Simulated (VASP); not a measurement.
# H (P4/mmm) in VASP: notebook

Aim: see how the results for H move with the level of theory and the settings. Levels: PBE, r2SCAN. Tasks: single point.

All numbers are computed with VASP 6.6.1; they aren't measurements. Logs are shortened: lines on timing, memory, paths and dates and some standing lists are left out, and cuts for length are marked.

## 1. The cell of the first run

It takes space group P4/mmm (No. 123, tetragonal). The conventional cell has a = 2.604 Å, b = 2.604 Å, c = 0.934 Å, α = 90.00°, β = 90.00°, γ = 90.00°. H (site symmetry 4/mmm) has 2 H at 0.93 Å within 1.3 Å.

## 2. Single point, PBE (strained)

INCAR

```
ALGO     = Normal         # electronic algorithm
EDIFF    = 1E-6           # SCF threshold, eV
ENCUT    = 520            # plane-wave cutoff, eV
GGA      = PE             # functional
ISIF     = 2              # what is computed and relaxed
ISMEAR   = 0              # smearing method
LASPH    = T              # aspherical terms in the spheres
LCHARG   = T              # write CHGCAR
LELF     = T              # ELF
LREAL    = F              # projectors in reciprocal space
LVHAR    = T            
LWAVE    = F              # write WAVECAR
NBANDS   = 6              # bands
NELM     = 80             # most SCF steps
PREC     = Accurate       # precision mode
SIGMA    = 0.05           # smearing width, eV
```

KPOINTS

```
k-points
0
Gamma
  14 14 34
```

POSCAR

```
H
1.0
    2.6043299165      0.0000000000      0.0000000000
    0.0000000000      2.6043299165      0.0000000000
    0.0000000000      0.0000000000      0.9343117035
H
1
Direct
    0.0000000000      0.0000000000      0.5000000000
```

Potentials or basis: VASP PAW PBE potentials, release 64 (H).

Command:

```console
$ cat potpaw_PBE.64/H/POTCAR > POTCAR
$ mpirun -np 1 vasp_std > vasp.out
```

OUTCAR:

```text
EDIFF = 1E-6
   ENCUT = 520
   GGA = PE
   ISIF = 2
   ISMEAR = 0
   LASPH = T
   LREAL = F
   NELM = 80
   PREC = Accurate

 ion  position               nearest neighbor table
   1  0.000  0.000  0.500-

  LATTYP: Found a simple tetragonal cell.
 ALAT       =     2.6043299165
 C/A-ratio  =     0.3587532046

  Lattice vectors:

 A1 = (   2.6043299165,   0.0000000000,   0.0000000000)
 A2 = (   0.0000000000,   2.6043299165,   0.0000000000)
 A3 = (   0.0000000000,   0.0000000000,   0.9343117035)

Analysis of symmetry for initial positions (statically):
=====================================================================
 Subroutine PRICEL returns:
 Original cell was already a primitive cell.

 Routine SETGRP: Setting up the symmetry group for a
 simple tetragonal supercell.

 Subroutine GETGRP returns: Found 16 space group operations
 (whereof 16 operations were pure point group operations)
 out of a pool of 16 trial point group operations.

The static configuration has the point symmetry D_4h.

Analysis of symmetry for dynamics (positions and initial velocities):
=====================================================================
 Subroutine PRICEL returns:
 Original cell was already a primitive cell.

 Routine SETGRP: Setting up the symmetry group for a
 simple tetragonal supercell.

 Subroutine GETGRP returns: Found 16 space group operations
 (whereof 16 operations were pure point group operations)
 out of a pool of 16 trial point group operations.

The dynamic configuration has the point symmetry D_4h.

 Subroutine INISYM returns: Found 16 space group operations
 (whereof 16 operations are pure point group operations),
 and found     1 'primitive' translations

----------------------------------------------------------------------------------------

                                     Primitive cell

  volume of cell :       6.3370

  direct lattice vectors                    reciprocal lattice vectors
     2.604329916  0.000000000  0.000000000     0.383975929  0.000000000  0.000000000
     0.000000000  2.604329916  0.000000000     0.000000000  0.383975929  0.000000000
     0.000000000  0.000000000  0.934311704     0.000000000  0.000000000  1.070306619

  length of vectors
     2.604329916  2.604329916  0.934311704     0.383975929  0.383975929  1.070306619

  position of ions in fractional coordinates (direct lattice)
     0.000000000  0.000000000  0.500000000

  ion indices of the primitive-cell ions
   primitive index   ion index
                 1           1

----------------------------------------------------------------------------------------

 KPOINTS: k-points

Automatic generation of k-mesh.
 Grid dimensions read from file:
 generate k-points for:   14   14   34

 Generating k-lattice:

  Cartesian coordinates                     Fractional coordinates (reciprocal lattice)
     0.027426852  0.000000000  0.000000000     0.071428571  0.000000000  0.000000000
     0.000000000  0.027426852  0.000000000     0.000000000  0.071428571  0.000000000
     0.000000000  0.000000000  0.031479606     0.000000000  0.000000000  0.029411765

  Length of vectors
     0.027426852  0.027426852  0.031479606

  Shift w.r.t. Gamma in fractional coordinates (k-lattice)
     0.000000000  0.000000000  0.000000000

 Subroutine IBZKPT returns following result:
 ===========================================

 Found    648 irreducible k-points:

 Following reciprocal coordinates:
            Coordinates               Weight
  0.000000  0.000000  0.000000      1.000000
  0.071429  0.000000  0.000000      4.000000
  0.142857  0.000000  0.000000      4.000000
  0.214286  0.000000  0.000000      4.000000
  0.285714  0.000000  0.000000      4.000000
  0.357143  0.000000  0.000000      4.000000
[... 16 lines left out ...]
  0.285714  0.214286  0.000000      8.000000
  0.357143  0.214286  0.000000      8.000000
 [... further k-points ...]
   k-points           NKPTS =    648   k-points in BZ     NKDIM =    648   number of bands    NBANDS=      6
   number of dos      NEDOS =    301   number of ions     NIONS =      1
   total plane-waves  NPLWV =   3200
   dimension x,y,z NGX =    20 NGY =   20 NGZ =    8
   dimension x,y,z NGXF=    40 NGYF=   40 NGZF=   16
   ions per type =               1
   NGX,Y,Z   is equivalent  to a cutoff of  12.77, 12.77, 14.23 a.u.
   NGXF,Y,Z  is equivalent  to a cutoff of  25.53, 25.53, 28.47 a.u.
 SYSTEM =  unknown system
   PREC   = accura    normal or accurate (medium, high low for compatibility)
   ISTART =      0    job   : 0-new  1-cont  2-samecut
   ICHARG =      2    charge: 1-file 2-atom 10-const
   ISPIN  =      1    spin polarized calculation?
   LNONCOLLINEAR =      F non collinear calculations
   LSORBIT =      F    spin-orbit coupling
   LASPH  =      T    aspherical Exc in radial PAW
   ENCUT  =  520.0 eV  38.22 Ry    6.18 a.u.   4.84  4.84  1.74*2*pi/ulx,y,z
   NELM   =     80;   NELMIN=  2; NELMDL= -5     # of ELM steps
   EDIFF  = 0.1E-05   stopping-criterion for ELM
   LREAL  =      F    real-space projection
   EDIFFG = 0.1E-04   stopping-criterion for IOM
   NSW    =      0    number of steps for IOM
   IBRION =     -1    ionic relax: 0-MD 1-quasi-New 2-CG
   NFREE  =      0    steps in history (QN), initial steepest desc. (CG)
   ISIF   =      2    stress and relaxation
   ISYM   =      2    0-nonsym 1-usesym 2-fastsym
   POTIM  = 0.5000    time-step for ionic-motion
   TEBEG  =    0.0;   TEEND  =   0.0 temperature during run
   PSTRESS=    0.0 pullay stress
   NELECT =       1.0000    total number of electrons
   NUPDOWN=      -1.0000    fix difference up-down
   EMIN   =  10.00;   EMAX   =-10.00  energy-range for DOS
   EFERMI =   0.00;   METHOD = LEGACY
   ISMEAR =     0;   SIGMA  =   0.05  broadening in eV -4-tet -1-fermi 0-gaus
   EFERMI_NEDOS =   21; number of points for ismear=-14 and -15
   IALGO  =     38    algorithm
   IMIX   =      4    mixing-type and parameters
     AMIX     =   0.40;   BMIX     =  1.00
     AMIX_MAG =   1.60;   BMIX_MAG =  1.00
  volume/ion in A,a.u.               =       6.34        42.76
  Fermi-wavevector in a.u.,A,eV,Ry     =   0.884668  1.671780 10.648425  0.782637
  Thomas-Fermi vector in A             =   2.005599
   LORBIT       =      0    0 simple, 1 ext, 2 COOP (PROOUT), +10 PAW based schemes
   GGA     = PE    functional components
   LHFCALC =     F    Hartree Fock is set to
   AEXX    =    0.0000 exact exchange contribution
   IVDW    =     0    specifies the selected vdW correction
   LEPSILON=     F    determine dielectric tensor
   LRPA    =     F    only Hartree local field effects (RPA)
 non-spin polarized calculation
 Gauss-broadening in eV      SIGMA  =   0.05
  energy-cutoff  :      520.00
  volume of cell :        6.34
 maximum number of plane-waves:       180
 NGX is ok and might be reduce to    20
   NGX =  9   NGY =  9   NGZ =  3

 number of electron       1.0000000 magnetization

 Free energy of the ion-electron system (eV)
  ---------------------------------------------------
  ext. energy  EPLUGINS =         0.00000000
  ---------------------------------------------------
  free energy    TOTEN  =        -2.98734389 eV

  energy without entropy =       -2.98725885  energy(sigma->0) =       -2.98730137

 E-fermi :  -0.8725     XC(G=0):  -6.9746

 val. band max:       -0.8733846036   @ k =   0.0714   0.0000   0.2647
 cond. band min:      -0.8703279970   @ k =   0.5000   0.4286   0.2353
 fundamental gap:      0.0030566066
 Fermi energy:        -0.8725292624

 k-point     1 :       0.0000    0.0000    0.0000
  band No.  band energies     occupation
      1     -12.8901      2.00000
      2       8.7377      0.00000
      3      14.7683      0.00000
      4      14.7683      0.00000
      5      17.9315      0.00000
      6      36.3433      0.00000

 k-point     2 :       0.0714    0.0000    0.0000
  band No.  band energies     occupation
      1     -12.8296      2.00000
      2       8.2032      0.00000
      3      14.3268      0.00000
      4      14.8658      0.00000
      5      19.2659      0.00000
      6      34.0711      0.00000

 k-point     3 :       0.1429    0.0000    0.0000
  band No.  band energies     occupation
      1     -12.6544      2.00000
      2       6.8635      0.00000
      3      14.0240      0.00000
      4      15.1550      0.00000
      5      21.9845      0.00000
      6      31.4435      0.00000

 k-point     4 :       0.2143    0.0000    0.0000
  band No.  band energies     occupation
      1     -12.3859      2.00000
      2       5.2413      0.00000
      3      14.1516      0.00000
      4      15.6235      0.00000
      5      25.2691      0.00000
      6      29.0767      0.00000

 k-point     5 :       0.2857    0.0000    0.0000
  band No.  band energies     occupation
      1     -12.0617      2.00000
      2       3.7074      0.00000
      3      14.5374      0.00000
      4      16.2428      0.00000
      5      26.9723      0.00000
      6      27.6103      0.00000
[... 136 lines left out ...]
 k-point    21 :       0.5000    0.1429    0.0000
  band No.  band energies     occupation
      1     -11.2107      2.00000
      2       1.8005      0.00000
      3      11.4964      0.00000
      4      18.0781      0.00000
      5      23.0725      0.00000
      6      30.5921      0.00000

 k-point    22 :       0.2143    0.2143    0.0000
  band No.  band energies     occupation
      1     -11.9064      2.00000
      2       5.0127      0.00000
      3       8.8432      0.00000
      4      21.1016      0.00000
      5      23.0225      0.00000
      6      27.7268      0.00000

 k-point    23 :       0.2857    0.2143    0.0000
  band No.  band energies     occupation
      1     -11.6004      2.00000
      2       4.2365      0.00000
      3       8.4675      0.00000
      4      19.0474      0.00000
      5      24.4984      0.00000
      6      30.4708      0.00000

 k-point    24 :       0.3571    0.2143    0.0000
  band No.  band energies     occupation
      1     -11.2995      2.00000
      2       3.2840      0.00000
      3       8.7534      0.00000
      4      17.2766      0.00000
      5      25.5132      0.00000
      6      34.0546      0.00000

 [... further k-points ...]

------------------------ aborting loop because EDIFF is reached ----------------------------------------

  FORCE on cell =-STRESS in cart. coord.  units (eV):
  Direction    XX          YY          ZZ          XY          YZ          ZX
  --------------------------------------------------------------------------------------
  -------------------------------------------------------------------------------------
  Total        0.0922758      0.0922758      0.7463031      0.0000000     -0.0000000      0.0000000
  in kB       23.3299814     23.3299814    188.6870208      0.0000000     -0.0000000      0.0000000
  external PRESSURE =      78.4489945 kB  Pullay stress =       0.0000000 kB

 VOLUME and BASIS-vectors are now :
 -----------------------------------------------------------------------------
  energy-cutoff  :      520.00
  volume of cell :        6.34
      direct lattice vectors                 reciprocal lattice vectors
     2.604329916  0.000000000  0.000000000     0.383975929  0.000000000  0.000000000
     0.000000000  2.604329916  0.000000000     0.000000000  0.383975929  0.000000000
     0.000000000  0.000000000  0.934311704     0.000000000  0.000000000  1.070306619

 POSITION                                       TOTAL-FORCE (eV/Angst)
 -----------------------------------------------------------------------------------
      0.00000      0.00000      0.46716         0.000000      0.000000      0.000000
 -----------------------------------------------------------------------------------
    total drift:                               -0.000000     -0.000000      0.000000

  FREE ENERGIE OF THE ION-ELECTRON SYSTEM (eV)
  ---------------------------------------------------
  free  energy   TOTEN  =        -2.9873438895 eV

  energy  without entropy=       -2.9872588523  energy(sigma->0) =       -2.98730137
```

Wall time 9.1 s (1 thread of AMD EPYC 9R45 (Zen 5), shared host); peak memory 0.09 GiB.

What came out:

```yaml
Free_energy: -2.9873 eV
Pressure: 7.8 GPa
```

Stress tensor (GPa, compression positive):
```
 2.33  0.00  0.00
 0.00  2.33  0.00
 0.00  0.00 18.87
```

Levels at points of the mesh, in eV from the Fermi level:
```csv
k point,band 1,band 2,band 3
"(0.00, 0.00, 0.00)",-12.02,9.61,15.64
"(0.50, 0.00, 0.00)",-10.53,2.25,16.52
"(0.50, 0.50, 0.00)",-9.35,6.19,6.19
"(0.00, 0.00, 0.50)",26.98,34.46,50.60
"(0.50, 0.00, 0.50)",27.88,36.81,45.17
"(0.50, 0.50, 0.50)",28.61,38.76,49.03
```

Caveat: the cell differs from its parent crystal (strained).

## 3. Single point, PBE (strained)

INCAR

```
  PREC = Accurate
  ENCUT = 520
  EDIFF = 1E-6
  ISMEAR = 0
  SIGMA = 0.05
  LREAL = F
  LASPH = T
  NELM = 80
  ALGO = Normal
  ISIF = 2
  LWAVE = F
  LCHARG = F
  GGA = PE
  NBANDS = 6
```

KPOINTS

```
regular mesh
0
Gamma
  14 14 34
```

POSCAR

```
H
1.0
    2.6182670162      0.0000000000      0.0000000000
    0.0000000000      2.6182670162      0.0000000000
    0.0000000000      0.0000000000      0.9394690962
H
1
Direct
    0.0000000000      0.0000000000      0.5000000000
```

Potentials or basis: VASP PAW PBE potentials, release 64 (H).

Command:

```console
$ cat potpaw_PBE.64/H/POTCAR > POTCAR
$ mpirun -np 1 vasp_std > vasp.out
```

Wall time 8.4 s (1 thread of AMD EPYC 9R45 (Zen 5), shared host); peak memory 0.09 GiB.

It converged, with:

```
Free energy : -2.9924 eV
Pressure    : 7.0 GPa
```

Stress tensor (GPa, compression positive):
```
 2.26  0.00  0.00
 0.00  2.26  0.00
 0.00  0.00 16.41
```

Levels at points of the mesh, in eV from the Fermi level:
```tsv
k point	band 1	band 2	band 3	band 4	band 5
(0.00, 0.00, 0.00)	-11.87	9.56	15.55	15.55	18.70
(0.50, 0.00, 0.00)	-10.42	2.31	16.40	18.61	24.50
(0.50, 0.50, 0.00)	-9.26	6.20	6.20	9.81	38.88
(0.00, 0.00, 0.50)	26.65	34.14	50.10	55.09	57.76
(0.50, 0.00, 0.50)	27.53	36.45	44.76	45.08	57.40
(0.50, 0.50, 0.50)	28.24	38.37	48.58	48.58	49.06
```

Caveat: the cell differs from its parent crystal (strained).

## 4. Single point, PBE (strained)

INCAR

```
SYSTEM = H
PREC     = Accurate       ! precision mode
ENCUT    = 520            ! plane-wave cutoff, eV
EDIFF    = 1E-6           ! SCF threshold, eV
ISMEAR   = 0              ! smearing method
SIGMA    = 0.05           ! smearing width, eV
LREAL    = .FALSE.        ! projectors in reciprocal space
LASPH    = .TRUE.         ! aspherical terms in the spheres
NELM     = 100            ! most SCF steps
ALGO     = Normal         ! electronic algorithm
ISIF     = 2              ! what is computed and relaxed
LWAVE    = .FALSE.        ! write WAVECAR
LCHARG   = .TRUE.         ! write CHGCAR
GGA      = PE             ! functional
LELF     = .TRUE.         ! ELF
LVHAR    = .TRUE.       
NBANDS   = 6              ! bands
```

KPOINTS

```
Automatic mesh
0
G
  14 14 34
  0 0 0
```

POSCAR

```
H
1.0
    2.7112958324      0.0000000000      0.0000000000
    0.0000000000      2.7112958324      0.0000000000
    0.0000000000      0.0000000000      0.9738942026
H
1
Direct
    0.0000000000      0.0000000000      0.5000000000
```

Command:

```console
$ cat potpaw_PBE.64/H/POTCAR > POTCAR
$ mpirun -np 1 vasp_std > vasp.out
```

It took 15 s on 1 thread of Intel Xeon Platinum 8488C (Sapphire Rapids), shared host; peak memory 0.12 GiB.

Results (log left out):

| Property | Result |
| --- | --- |
| Free energy | -3.0134 eV |
| Pressure | 2.1 GPa |

Stress tensor (GPa, compression positive):
```
1.71 0.00 0.00
0.00 1.71 0.00
0.00 0.00 2.89
```

Levels at points of the mesh, in eV from the Fermi level:
```
           k point  band 1  band 2  band 3  band 4  band 5
(0.00, 0.00, 0.00)  -10.97    9.26   14.96   14.96   18.01
(0.50, 0.00, 0.00)   -9.69    2.70   15.69   17.76   23.41
(0.50, 0.50, 0.00)   -8.67    6.30    6.30    9.75   36.45
(0.00, 0.00, 0.50)   24.58   32.10   46.96   51.70   54.20
(0.50, 0.00, 0.50)   25.32   34.19   42.19   42.51   53.81
(0.50, 0.50, 0.50)   25.93   35.92   45.71   45.71   46.19
```

Caveat: the cell differs from its parent crystal (strained).

## 5. Single point, r2SCAN (functional r2SCAN, strained)

POSCAR

```
H
1.0
    2.7224243151      0.0000000000      0.0000000000
    0.0000000000      2.7224243151      0.0000000000
    0.0000000000      0.0000000000      0.9191826977
H
1
Direct
    0.0000000000      0.0000000000      0.5000000000
```

INCAR.step1

```
SYSTEM = H
PREC = Accurate
ENCUT = 520
ISMEAR = 0
SIGMA = 0.05
LREAL = .False.
LASPH = .True.
NELM = 80
NBANDS = 6
GGA = PE
ALGO = Normal
EDIFF = 1E-4
LWAVE = .True.
LCHARG = .False.
```

INCAR.step2

```
SYSTEM = H
PREC = Accurate
ENCUT = 520
EDIFF = 1E-6
ISMEAR = 0
SIGMA = 0.05
LREAL = .False.
LASPH = .True.
NELM = 80
ALGO = Normal
ISIF = 2
LWAVE = .False.
LCHARG = .True.
METAGGA = R2SCAN
LMIXTAU = .True.
LELF = .True.
LVHAR = .True.
NBANDS = 6
ISTART = 1
```

KPOINTS

```
Automatic mesh
0
Gamma
  14 14 34
  0 0 0
```

Command:

```console
$ cat potpaw_PBE.64/H/POTCAR > POTCAR
$ cp INCAR.step1 INCAR
$ mpirun -np 1 vasp_std > vasp.out
$ cp INCAR.step2 INCAR
$ mpirun -np 1 vasp_std > vasp.out
```

Wall time 57 s (1 thread of Intel Xeon Platinum 8488C (Sapphire Rapids), shared host); peak memory 0.12 GiB.

The run converged. Its results:

```yaml
Free_energy: -3.0323 eV
Pressure: 7.6 GPa
```

Stress tensor (GPa, compression positive):
```
 0.48  0.00  0.00
 0.00  0.48  0.00
 0.00  0.00 21.81
```

Levels at points of the mesh, in eV from the Fermi level:
```csv
k point,band 1,band 2,band 3,band 4
"(0.00, 0.00, 0.00)",-12.72,8.73,14.69,14.69
"(0.50, 0.00, 0.00)",-11.54,2.25,15.84,17.50
"(0.50, 0.50, 0.00)",-10.59,6.04,6.04,9.23
"(0.00, 0.00, 0.50)",29.83,37.63,52.23,56.71
"(0.50, 0.00, 0.50)",30.58,39.78,48.02,48.26
"(0.50, 0.50, 0.50)",31.18,41.49,52.20,52.20
```

Caveat: the cell differs from its parent crystal (functional r2SCAN, strained); the PAW data sets were made with another functional, which shifts forces and pressure a little.

## 6. Overview

```tsv
level	cell	gap on the mesh (eV)	pressure (GPa)
PBE	a = 2.604, b = 2.604, c = 0.934 Å, 1 atom	none	7.8
PBE	a = 2.618, b = 2.618, c = 0.939 Å, 1 atom	none	7.0
PBE	a = 2.711, b = 2.711, c = 0.974 Å, 1 atom	none	2.1
r2SCAN	a = 2.722, b = 2.722, c = 0.919 Å, 1 atom	none	7.6
```

Alike in all rows: task single point; potentials or basis VASP PAW PBE potentials, release 64 (H); no spin polarisation; k mesh 14 × 14 × 34; cutoff (eV) 520; smearing gaussian 0.05 eV.

Caveats: the PAW data sets were made with another functional, which shifts forces and pressure a little (some runs).

Absolute energies hang on the potentials; compare differences alone.
